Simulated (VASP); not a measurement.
Input of a VASP 6.6.1 run:

INCAR

```
PREC = Accurate ; ENCUT = 520
EDIFF = 1E-6 ; ISMEAR = 0
SIGMA = 0.05 ; LREAL = False
LASPH = True ; NELM = 60
ALGO = Normal ; ISIF = 2
LWAVE = False ; LCHARG = False
GGA = PE ; NBANDS = 33
```

The input KPOINTS:

```
regular mesh
0
Gamma
  10 10 10
```

Contents of POSCAR:

```
TiO2
1.0
   -1.8996112692      1.8996112692      4.7029949528
    1.8996112692     -1.8996112692      4.7029949528
    1.8996112692      1.8996112692     -4.7029949528
Ti O
2 4
Direct
    0.0000000000      0.0000000000      0.0000000000
    0.7500000000      0.2500000000      0.5000000000
    0.2065067269      0.2065067269      0.0000000000
    0.9565067269      0.4565067269      0.5000000000
    0.5434932731      0.0434932731      0.5000000000
    0.7934932731      0.7934932731      0.0000000000
```

Potentials or basis: VASP PAW PBE potentials, release 64 (Ti_sv, O).

Run with:

```bash
$ cat potpaw_PBE.64/Ti_sv/POTCAR potpaw_PBE.64/O/POTCAR > POTCAR
$ mpirun -np 1 vasp_std > vasp.out
```

**Question.** Predict the pressure.

**Answer.** 8.0 GPa.

**Question.** Estimate the band gap on the k mesh.

**Answer.** 2.16 eV (least direct gap 2.44 eV).

Forces in eV/Å, atoms in the order of the input:
```
Ti   0.000  0.000  0.000
Ti   0.000  0.000  0.000
O    0.000  0.000  0.635
O    0.000  0.000  0.635
O    0.000  0.000 -0.635
O    0.000  0.000 -0.635
```

Caveat: the cell differs from its parent crystal (strain +0.000 along x and y, -0.030 along z); the cell stands under pressure. A k mesh can miss the band edges.
